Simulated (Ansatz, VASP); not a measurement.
Li2Se in VASP and in Ansatz

File INCAR:

```
SYSTEM = Li2Se
PREC = Accurate ; ENCUT = 750
EDIFF = 1E-6 ; ISMEAR = 0
SIGMA = 0.01 ; LREAL = .False.
LASPH = .True. ; NELM = 120
ALGO = Normal ; ISIF = 2
LWAVE = .False. ; LCHARG = .False.
GGA = PS ; NBANDS = 13
GGA_COMPAT = .False.
```

File KPOINTS:

```
Automatic mesh
0
Gamma
  8 8 8
  0 0 0
```

Contents of POSCAR:

```
Li2Se
1.0
    2.9723716276      2.9723716276      0.0000000000
   -2.9723716276      2.9723716276      0.0000000000
    0.0000000000      2.9723716276      2.9723716276
Li Se
2 1
Direct
    0.2500000000      0.7500000000      0.5000000000
    0.7500000000      0.2500000000      0.5000000000
    0.0000000000      0.0000000000      0.0000000000
```

Input for Ansatz:

```yaml
crystal:
  lattice:
    - [2.97237162758, 2.97237162758, 0.0]
    - [-2.97237162758, 2.97237162758, 0.0]
    - [0.0, 2.97237162758, 2.97237162758]
  atoms:
    - { symbol: Li, position: [0.25, 0.75, 0.5] }
    - { symbol: Li, position: [0.75, 0.25, 0.5] }
    - { symbol: Se, position: [0.0, 0.0, 0.0] }
kpoints:
  mp_grid: { grid: [8, 8, 8] }
scf:
  occupations: { method: fixed }
  convergence: { dr2_threshold: 1.0e-10 }
hamiltonian:
  xc: pbesol
  pseudopotentials: { kind: all_electron, lapw: { basis_error: 0.0005 } }
output:
  forces: true
  stress: true
  eigenstates:
    kpoints:
      - [0.0, 0.0, 0.0]
      - [-0.5, 0.5, 0.0]
      - [-0.5, -0.5, -0.5]
      - [0.0, 0.0, -0.5]
      - [0.0, -0.5, -0.5]
      - [0.0, 0.5, 0.0]
      - [-0.5, 0.0, 0.0]
      - [-0.5, 0.0, -0.5]
  eigenvalues: true
```

Change from the starting cell: unstrained.

Alike in both runs: task single point; functional PBEsol; k mesh 8 × 8 × 8; no spin polarisation.

|  | VASP | Ansatz |
| --- | --- | --- |
| version | VASP 6.6.1 | Ansatz 0.2.0 |
| potentials or method | VASP PAW PBE potentials, release 64 (Li_sv, Se), cutoff 750 eV | all-electron LAPW, scalar-relativistic |
| occupations | gaussian, width 0.01 eV | fixed |

|  | VASP | Ansatz | Ansatz less VASP |
| --- | --- | --- | --- |
| gap on the k mesh at the Fermi level (eV) | 2.81 | 2.82 | +0.007 |
| pressure (GPa) | 0.0 | 0.0 | -0.02 |

VASP's potentials were made for PBE, not for PBEsol. Ansatz ran all-electron here, and VASP with PAW potentials.
